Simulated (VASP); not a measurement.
A run of VASP 6.6.1:

File INCAR:

```
SYSTEM = Al2O3
  ALGO = Normal
  EDIFF = 1E-7
  ENCUT = 520
  GGA = PS
  ISIF = 2
  ISMEAR = 0
  LASPH = .True.
  LCHARG = .False.
  LREAL = .False.
  LWAVE = .False.
  NBANDS = 35
  NELM = 80
  PREC = Accurate
  SIGMA = 0.05
```

Contents of KPOINTS:

```
k-points
0
Gamma
  6 6 6
  0 0 0
```

POSCAR

```
Al2O3
1.0
    2.2379546472      1.2920837180      4.4069802914
   -2.2379546472      1.2920837180      4.4069802914
    0.0000000000     -2.5841674360      4.4069802914
Al O
4 6
Direct
    0.8520350473      0.8520350473      0.8520350473
    0.6479649527      0.6479649527      0.6479649527
    0.1479649527      0.1479649527      0.1479649527
    0.3520350473      0.3520350473      0.3520350473
    0.0558571577      0.4441428423      0.7500000000
    0.7500000000      0.0558571577      0.4441428423
    0.4441428423      0.7500000000      0.0558571577
    0.9441428423      0.5558571577      0.2500000000
    0.2500000000      0.9441428423      0.5558571577
    0.5558571577      0.2500000000      0.9441428423
```

Potentials or basis: VASP PAW PBE potentials, release 64 (Al, O).

Command:

```console
$ cat potpaw_PBE.64/Al/POTCAR potpaw_PBE.64/O/POTCAR > POTCAR
$ mpirun -np 1 vasp_std > vasp.out
```

Hardware: 1 thread of AMD EPYC 9R45 96-Core Processor (Zen 5), on a shared host.

Question: How long does it take, and how much memory?

Answer: It took 73 s on 1 thread of AMD EPYC 9R45 96-Core Processor (Zen 5) (shared host), peak memory 0.22 GiB. Counts: scf iterations 14, k points 32.
